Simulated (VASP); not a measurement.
# V (Im-3m) in VASP: further runs

Runs on V. Level: PBE. Tasks: single point.

Program: VASP 6.6.1. These are calculated values, not measurements. Logs are shortened: lines on timing, memory, paths and dates and some standing lists are left out, and cuts for length are marked.

**1. The cell of the first run**

It takes space group Im-3m (No. 229, cubic). Conventional cell: a = 3.027 Å, b = 3.027 Å, c = 3.027 Å, α = 90.00°, β = 90.00°, γ = 90.00°. V (site symmetry m-3m) has 14 V at 2.62 to 3.03 Å within 3.5 Å.

**2. Single point, PBE, collinear spin, ferromagnetic start**

INCAR reads:

```
SYSTEM = V
ALGO     = Normal         ! electronic algorithm
EDIFF    = 1E-6           ! SCF threshold, eV
ENCUT    = 500            ! plane-wave cutoff, eV
GGA      = PE             ! functional
GGA_COMPAT= .FALSE.      
ISIF     = 2              ! what is computed and relaxed
ISMEAR   = -1             ! smearing method
ISPIN    = 2              ! spin polarisation
LASPH    = .TRUE.         ! aspherical terms in the spheres
LCHARG   = .FALSE.        ! write CHGCAR
LMAXMIX  = 4              ! l up to which the mixer works
LORBIT   = 11             ! projections on sites
LREAL    = .FALSE.        ! projectors in reciprocal space
LWAVE    = .FALSE.        ! write WAVECAR
MAGMOM   = 2              ! initial moments
NBANDS   = 16             ! bands
NELM     = 200            ! most SCF steps
PREC     = Accurate       ! precision mode
SIGMA    = 0.003          ! smearing width, eV
```

KPOINTS reads:

```
k-points
0
G
  11 11 11
  0 0 0
```

POSCAR reads:

```
V
1.0
   -1.5136500000      1.5136500000      1.5136500000
    1.5136500000     -1.5136500000      1.5136500000
    1.5136500000      1.5136500000     -1.5136500000
V
1
Direct
    0.0000000000      0.0000000000      0.0000000000
```

Potentials or basis: VASP PAW PBE potentials, release 64 (V_sv).

Command:

```console
$ cat potpaw_PBE.64/V_sv/POTCAR > POTCAR
$ mpirun -np 1 vasp_std > vasp.out
```

OUTCAR:

```text
SYSTEM = V
   EDIFF = 1E-6
   ENCUT = 500
   GGA = PE
   ISIF = 2
   ISMEAR = -1
   ISPIN = 2
   LASPH = .TRUE.
   LORBIT = 11
   LREAL = .FALSE.
   NELM = 200
   PREC = Accurate

 ion  position               nearest neighbor table
   1  0.000  0.000  0.000-

  LATTYP: Found a body centered cubic cell.
 ALAT       =     3.0273000000

  Lattice vectors:

 A1 = (  -1.5136500000,   1.5136500000,   1.5136500000)
 A2 = (   1.5136500000,  -1.5136500000,   1.5136500000)
 A3 = (   1.5136500000,   1.5136500000,  -1.5136500000)

Analysis of symmetry for initial positions (statically):
=====================================================================
 Subroutine PRICEL returns:
 Original cell was already a primitive cell.

 Routine SETGRP: Setting up the symmetry group for a
 body centered cubic supercell.

 Subroutine GETGRP returns: Found 48 space group operations
 (whereof 48 operations were pure point group operations)
 out of a pool of 48 trial point group operations.

The static configuration has the point symmetry O_h .

Analysis of symmetry for dynamics (positions and initial velocities):
=====================================================================
 Subroutine PRICEL returns:
 Original cell was already a primitive cell.

 Routine SETGRP: Setting up the symmetry group for a
 body centered cubic supercell.

 Subroutine GETGRP returns: Found 48 space group operations
 (whereof 48 operations were pure point group operations)
 out of a pool of 48 trial point group operations.

The dynamic configuration has the point symmetry O_h .

Analysis of structural, dynamic, and magnetic symmetry:
=====================================================================
 Subroutine PRICEL returns:
 Original cell was already a primitive cell.

 Routine SETGRP: Setting up the symmetry group for a
 body centered cubic supercell.

 Subroutine GETGRP returns: Found 48 space group operations
 (whereof 48 operations were pure point group operations)
 out of a pool of 48 trial point group operations.

The overall configuration has the point symmetry O_h .

 Subroutine INISYM returns: Found 48 space group operations
 (whereof 48 operations are pure point group operations),
 and found     1 'primitive' translations

----------------------------------------------------------------------------------------

                                     Primitive cell

[... 102 lines left out ...]
   EFERMI =   0.00;   METHOD = LEGACY
   ISMEAR =    -1;   SIGMA  =   0.00  broadening in eV -4-tet -1-fermi 0-gaus
   EFERMI_NEDOS =   21; number of points for ismear=-14 and -15
   IALGO  =     38    algorithm
   IMIX   =      4    mixing-type and parameters
     AMIX     =   0.40;   BMIX     =  1.00
     AMIX_MAG =   1.60;   BMIX_MAG =  1.00
  volume/ion in A,a.u.               =      13.87        93.61
  Fermi-wavevector in a.u.,A,eV,Ry     =   1.602054  3.027443 34.920401  2.566577
  Thomas-Fermi vector in A             =   2.698935
   LORBIT       =     11    0 simple, 1 ext, 2 COOP (PROOUT), +10 PAW based schemes
   GGA     = PE    functional components
   LHFCALC =     F    Hartree Fock is set to
   AEXX    =    0.0000 exact exchange contribution
   IVDW    =     0    specifies the selected vdW correction
   LEPSILON=     F    determine dielectric tensor
   LRPA    =     F    only Hartree local field effects (RPA)
 spin polarized calculation
  energy-cutoff  :      500.00
  volume of cell :       13.87
 maximum number of plane-waves:       370
   NGX =  9   NGY =  9   NGZ =  9

 number of electron      12.9999996 magnetization       0.0051035

 number of electron      12.9999996 magnetization      -0.0000217

 Free energy of the ion-electron system (eV)
  ---------------------------------------------------
  ext. energy  EPLUGINS =         0.00000000
  ---------------------------------------------------
  free energy    TOTEN  =        -8.98365790 eV

  energy without entropy =       -8.98361518  energy(sigma->0) =       -8.98363654

 E-fermi :   9.3077     XC(G=0): -12.7450

 val. band max:        9.3020826417   @ k =   0.2727   0.0000   0.0000
 cond. band min:       9.3216088522   @ k =   0.3636   0.1818   0.0000
 fundamental gap:      0.0195262105
 Fermi energy:         9.3077148461

 spin component 1

 k-point     1 :       0.0000    0.0000    0.0000
  band No.  band energies     occupation
      1     -54.4035      1.00000
      2     -27.7502      1.00000
      3     -27.7502      1.00000
      4     -27.7502      1.00000
      5       2.8248      1.00000
      6       9.7548      0.00000
[... 435 lines left out ...]
      5       7.3475      1.00000
      6       8.1410      1.00000
[... 8 lines left out ...]
     15      38.3575      0.00000
     16      40.9274      0.00000

 [... further k-points ...]

 spin component 2

 k-point     1 :       0.0000    0.0000    0.0000
  band No.  band energies     occupation
      1     -54.4035      1.00000
      2     -27.7502      1.00000
      3     -27.7502      1.00000
      4     -27.7502      1.00000
      5       2.8248      1.00000
      6       9.7548      0.00000
[... 435 lines left out ...]
      5       7.3474      1.00000
      6       8.1410      1.00000
[... 8 lines left out ...]
     15      38.3575      0.00000
     16      40.9274      0.00000

 [... further k-points ...]

------------------------ aborting loop because EDIFF is reached ----------------------------------------

  FORCE on cell =-STRESS in cart. coord.  units (eV):
  Direction    XX          YY          ZZ          XY          YZ          ZX
  --------------------------------------------------------------------------------------
  -------------------------------------------------------------------------------------
  Total       -0.4706341     -0.4706341     -0.4706341     -0.0000000     -0.0000000      0.0000000
  in kB      -54.3572639    -54.3572639    -54.3572639     -0.0000000     -0.0000000      0.0000000
  external PRESSURE =     -54.3572639 kB  Pullay stress =       0.0000000 kB

 VOLUME and BASIS-vectors are now :
 -----------------------------------------------------------------------------
  energy-cutoff  :      500.00
  volume of cell :       13.87
      direct lattice vectors                 reciprocal lattice vectors
    -1.513650000  1.513650000  1.513650000     0.000000000  0.330327354  0.330327354
     1.513650000 -1.513650000  1.513650000     0.330327354  0.000000000  0.330327354
     1.513650000  1.513650000 -1.513650000     0.330327354  0.330327354  0.000000000

 POSITION                                       TOTAL-FORCE (eV/Angst)
 -----------------------------------------------------------------------------------
      0.00000      0.00000      0.00000        -0.000000      0.000000     -0.000000
 -----------------------------------------------------------------------------------
    total drift:                                0.000000     -0.000000      0.000000

  FREE ENERGIE OF THE ION-ELECTRON SYSTEM (eV)
  ---------------------------------------------------
  free  energy   TOTEN  =        -8.9836579039 eV

  energy  without entropy=       -8.9836151799  energy(sigma->0) =       -8.98363654

 total charge

# of ion       s       p       d       tot
------------------------------------------
    1        2.334   6.210   3.060  11.603

 magnetization (x)

# of ion       s       p       d       tot
------------------------------------------
    1        0.000   0.000  -0.000  -0.000
```

OSZICAR:

```text
N       E                     dE             d eps       ncg     rms          rms(c)
DAV:   1     0.897901236463E+02    0.89790E+02   -0.62846E+03  3608   0.861E+02
DAV:   2    -0.837583991484E+01   -0.98166E+02   -0.94209E+02  3976   0.265E+02
DAV:   3    -0.985051850758E+01   -0.14747E+01   -0.14716E+01  4120   0.352E+01
DAV:   4    -0.985625799170E+01   -0.57395E-02   -0.57394E-02  4312   0.231E+00
DAV:   5    -0.985630671339E+01   -0.48722E-04   -0.48722E-04  4040   0.199E-01    0.191E+01
DAV:   6    -0.895873939773E+01    0.89757E+00   -0.18306E+00  3712   0.213E+01    0.258E+00
DAV:   7    -0.897927438435E+01   -0.20535E-01   -0.12444E-01  4040   0.326E+00    0.210E+00
DAV:   8    -0.898671408549E+01   -0.74397E-02   -0.59428E-03  3864   0.975E-01    0.796E-01
DAV:   9    -0.898352512971E+01    0.31890E-02   -0.24403E-03  4192   0.498E-01    0.249E-01
DAV:  10    -0.898358833600E+01   -0.63206E-04   -0.90711E-04  3792   0.403E-01    0.124E-01
DAV:  11    -0.898366266282E+01   -0.74327E-04   -0.60169E-05  3856   0.110E-01    0.686E-02
DAV:  12    -0.898365683610E+01    0.58267E-05   -0.32038E-05  4016   0.612E-02    0.281E-02
DAV:  13    -0.898365457486E+01    0.22612E-05   -0.29229E-06  3984   0.217E-02    0.185E-02
DAV:  14    -0.898365780357E+01   -0.32287E-05   -0.39494E-06  3944   0.126E-02    0.476E-03
DAV:  15    -0.898365790394E+01   -0.10037E-06   -0.45295E-07  1976   0.505E-03
   1 F= -.89836579E+01 E0= -.89836365E+01  d E =-.427241E-04  mag=     0.0000
```

Wall time 41 s (1 thread of Intel Xeon 8259CL, shared host); peak memory 0.14 GiB.

What came out:

```yaml
Free_energy: -8.9837 eV
Pressure: -5.4 GPa
Net_moment: 0.00 μB per cell
Valence_electrons_inside_the_program's_atomic_spheres: V 11.60
```

Caveat: the cell stands under tension; the moments typed at the start vanished in this run.

**3. Single point, PBE, collinear spin, ferromagnetic start**

INCAR reads:

```
SYSTEM = V
PREC = Accurate ; ENCUT = 500
EDIFF = 1E-6 ; ISMEAR = -1
SIGMA = 0.05 ; LREAL = .False.
LASPH = .True. ; NELM = 200
ALGO = Normal ; ISIF = 2
LWAVE = .False. ; LCHARG = .True.
ISPIN = 2 ; MAGMOM = 2
LORBIT = 11 ; LMAXMIX = 4
GGA = PE ; LELF = .True.
LVHAR = .True. ; NBANDS = 16
GGA_COMPAT = .False.
```

KPOINTS reads:

```
regular mesh
0
Gamma
  11 11 11
  0 0 0
```

POSCAR is that of step 2.

Potentials or basis: VASP PAW PBE potentials, release 64 (V_sv).

Command:

```console
$ cat potpaw_PBE.64/V_sv/POTCAR > POTCAR
$ mpirun -np 1 vasp_std > vasp.out
```

OUTCAR:

```text
SYSTEM = V
   PREC = Accurate
   ENCUT = 500
   EDIFF = 1E-6
   ISMEAR = -1
   LREAL = .False.
   LASPH = .True.
   NELM = 200
   ISIF = 2
   ISPIN = 2
   LORBIT = 11
   GGA = PE

 ion  position               nearest neighbor table
   1  0.000  0.000  0.000-

  LATTYP: Found a body centered cubic cell.
 ALAT       =     3.0273000000

  Lattice vectors:

 A1 = (  -1.5136500000,   1.5136500000,   1.5136500000)
 A2 = (   1.5136500000,  -1.5136500000,   1.5136500000)
 A3 = (   1.5136500000,   1.5136500000,  -1.5136500000)

Analysis of symmetry for initial positions (statically):
=====================================================================
 Subroutine PRICEL returns:
 Original cell was already a primitive cell.

 Routine SETGRP: Setting up the symmetry group for a
 body centered cubic supercell.

 Subroutine GETGRP returns: Found 48 space group operations
 (whereof 48 operations were pure point group operations)
 out of a pool of 48 trial point group operations.

The static configuration has the point symmetry O_h .

Analysis of symmetry for dynamics (positions and initial velocities):
=====================================================================
 Subroutine PRICEL returns:
 Original cell was already a primitive cell.

 Routine SETGRP: Setting up the symmetry group for a
 body centered cubic supercell.

 Subroutine GETGRP returns: Found 48 space group operations
 (whereof 48 operations were pure point group operations)
 out of a pool of 48 trial point group operations.

The dynamic configuration has the point symmetry O_h .

Analysis of structural, dynamic, and magnetic symmetry:
=====================================================================
 Subroutine PRICEL returns:
 Original cell was already a primitive cell.

 Routine SETGRP: Setting up the symmetry group for a
 body centered cubic supercell.

 Subroutine GETGRP returns: Found 48 space group operations
 (whereof 48 operations were pure point group operations)
 out of a pool of 48 trial point group operations.

The overall configuration has the point symmetry O_h .

 Subroutine INISYM returns: Found 48 space group operations
 (whereof 48 operations are pure point group operations),
 and found     1 'primitive' translations

----------------------------------------------------------------------------------------

                                     Primitive cell

  volume of cell :      13.8719

  direct lattice vectors                    reciprocal lattice vectors
    -1.513650000  1.513650000  1.513650000     0.000000000  0.330327354  0.330327354
     1.513650000 -1.513650000  1.513650000     0.330327354  0.000000000  0.330327354
     1.513650000  1.513650000 -1.513650000     0.330327354  0.330327354  0.000000000

  length of vectors
     2.621718705  2.621718705  2.621718705     0.467153425  0.467153425  0.467153425

  position of ions in fractional coordinates (direct lattice)
     0.000000000  0.000000000  0.000000000

  ion indices of the primitive-cell ions
   primitive index   ion index
                 1           1

----------------------------------------------------------------------------------------

 KPOINTS: regular mesh
[... 47 lines left out ...]
  0.272727  0.181818  0.090909     48.000000
  0.363636  0.181818  0.090909     24.000000
 [... further k-points ...]
   k-points           NKPTS =     56   k-points in BZ     NKDIM =     56   number of bands    NBANDS=     16
   number of dos      NEDOS =    301   number of ions     NIONS =      1
   total plane-waves  NPLWV =   8000
   dimension x,y,z NGX =    20 NGY =   20 NGZ =   20
   dimension x,y,z NGXF=    40 NGYF=   40 NGZF=   40
   ions per type =               1
   NGX,Y,Z   is equivalent  to a cutoff of  12.68, 12.68, 12.68 a.u.
   NGXF,Y,Z  is equivalent  to a cutoff of  25.36, 25.36, 25.36 a.u.
 SYSTEM =  V
   PREC   = accura    normal or accurate (medium, high low for compatibility)
   ISTART =      0    job   : 0-new  1-cont  2-samecut
   ICHARG =      2    charge: 1-file 2-atom 10-const
   ISPIN  =      2    spin polarized calculation?
   LNONCOLLINEAR =      F non collinear calculations
   LSORBIT =      F    spin-orbit coupling
   LASPH  =      T    aspherical Exc in radial PAW
   ENCUT  =  500.0 eV  36.75 Ry    6.06 a.u.   4.78  4.78  4.78*2*pi/ulx,y,z
   NELM   =    200;   NELMIN=  2; NELMDL= -5     # of ELM steps
   EDIFF  = 0.1E-05   stopping-criterion for ELM
   LREAL  =      F    real-space projection
[... 7 lines left out ...]
   TEBEG  =    0.0;   TEEND  =   0.0 temperature during run
   PSTRESS=    0.0 pullay stress
   NELECT =      13.0000    total number of electrons
   NUPDOWN=      -1.0000    fix difference up-down
   EMIN   =  10.00;   EMAX   =-10.00  energy-range for DOS
   EFERMI =   0.00;   METHOD = LEGACY
   ISMEAR =    -1;   SIGMA  =   0.05  broadening in eV -4-tet -1-fermi 0-gaus
   EFERMI_NEDOS =   21; number of points for ismear=-14 and -15
   IALGO  =     38    algorithm
   IMIX   =      4    mixing-type and parameters
     AMIX     =   0.40;   BMIX     =  1.00
     AMIX_MAG =   1.60;   BMIX_MAG =  1.00
  volume/ion in A,a.u.               =      13.87        93.61
  Fermi-wavevector in a.u.,A,eV,Ry     =   1.602054  3.027443 34.920401  2.566577
  Thomas-Fermi vector in A             =   2.698935
   LORBIT       =     11    0 simple, 1 ext, 2 COOP (PROOUT), +10 PAW based schemes
   GGA     = PE    functional components
   LHFCALC =     F    Hartree Fock is set to
   AEXX    =    0.0000 exact exchange contribution
   IVDW    =     0    specifies the selected vdW correction
   LEPSILON=     F    determine dielectric tensor
   LRPA    =     F    only Hartree local field effects (RPA)
 spin polarized calculation
  energy-cutoff  :      500.00
  volume of cell :       13.87
 maximum number of plane-waves:       370
   NGX =  9   NGY =  9   NGZ =  9

 number of electron      12.9999996 magnetization       0.0011837

 number of electron      12.9999996 magnetization      -0.0000183

 Free energy of the ion-electron system (eV)
  ---------------------------------------------------
  ext. energy  EPLUGINS =         0.00000000
  ---------------------------------------------------
  free energy    TOTEN  =        -8.99175495 eV

  energy without entropy =       -8.97615216  energy(sigma->0) =       -8.98395355

 E-fermi :   9.3283     XC(G=0): -12.7475

 val. band max:        9.3150514735   @ k =   0.3636   0.1818   0.0000
 cond. band min:       9.4093015881   @ k =  -0.1818   0.2727   0.0909
 fundamental gap:      0.0942501146
 Fermi energy:         9.3283023540

 spin component 1

 k-point     1 :       0.0000    0.0000    0.0000
  band No.  band energies     occupation
      1     -54.4230      1.00000
      2     -27.7689      1.00000
      3     -27.7689      1.00000
      4     -27.7689      1.00000
      5       2.8244      1.00000
      6       9.7415      0.00026
[... 435 lines left out ...]
      5       7.3398      1.00000
      6       8.1310      1.00000
[... 8 lines left out ...]
     15      38.3571      0.00000
     16      40.9249      0.00000

 [... further k-points ...]

 spin component 2

 k-point     1 :       0.0000    0.0000    0.0000
  band No.  band energies     occupation
      1     -54.4229      1.00000
      2     -27.7688      1.00000
      3     -27.7688      1.00000
      4     -27.7688      1.00000
      5       2.8242      1.00000
      6       9.7416      0.00026
[... 435 lines left out ...]
      5       7.3398      1.00000
      6       8.1310      1.00000
[... 8 lines left out ...]
     15      38.3570      0.00000
     16      40.9248      0.00000

 [... further k-points ...]

------------------------ aborting loop because EDIFF is reached ----------------------------------------

  FORCE on cell =-STRESS in cart. coord.  units (eV):
  Direction    XX          YY          ZZ          XY          YZ          ZX
  --------------------------------------------------------------------------------------
  -------------------------------------------------------------------------------------
  Total       -0.4270358     -0.4270358     -0.4270358      0.0000000      0.0000000     -0.0000000
  in kB      -49.3217546    -49.3217546    -49.3217546      0.0000000      0.0000000     -0.0000000
  external PRESSURE =     -49.3217546 kB  Pullay stress =       0.0000000 kB

 VOLUME and BASIS-vectors are now :
 -----------------------------------------------------------------------------
  energy-cutoff  :      500.00
  volume of cell :       13.87
      direct lattice vectors                 reciprocal lattice vectors
    -1.513650000  1.513650000  1.513650000     0.000000000  0.330327354  0.330327354
     1.513650000 -1.513650000  1.513650000     0.330327354  0.000000000  0.330327354
     1.513650000  1.513650000 -1.513650000     0.330327354  0.330327354  0.000000000

 POSITION                                       TOTAL-FORCE (eV/Angst)
 -----------------------------------------------------------------------------------
      0.00000      0.00000      0.00000        -0.000000      0.000000      0.000000
 -----------------------------------------------------------------------------------
    total drift:                                0.000000     -0.000000      0.000000

  FREE ENERGIE OF THE ION-ELECTRON SYSTEM (eV)
  ---------------------------------------------------
  free  energy   TOTEN  =        -8.9917549507 eV

  energy  without entropy=       -8.9761521555  energy(sigma->0) =       -8.98395355

 total charge

# of ion       s       p       d       tot
------------------------------------------
    1        2.333   6.214   3.052  11.599

 magnetization (x)

# of ion       s       p       d       tot
------------------------------------------
    1       -0.000  -0.000   0.000   0.000
```

Wall time 43 s (1 thread of Intel Xeon 8259CL, shared host); peak memory 0.14 GiB.

What came out:

| Item | Value |
| --- | --- |
| Free energy | -8.9918 eV |
| Pressure | -4.9 GPa |
| Net moment | 0.00 μB per cell |
| Valence electrons inside the program's atomic spheres | V 11.60 |

Levels at points of the mesh, in eV from the Fermi level:
Spin up:
```
           k point  band 4  band 5  band 6  band 7  band 8  band 9
(0.00, 0.00, 0.00)  -37.10   -6.50    0.41    0.41    0.41    2.35
```
Spin down:
```
           k point  band 3  band 4  band 5  band 6  band 7  band 8  band 9  band 10
(0.00, 0.00, 0.00)  -37.10  -37.10   -6.50    0.41    0.41    0.41    2.35     2.35
```

Caveat: the cell stands under tension; the moments typed at the start vanished in this run.
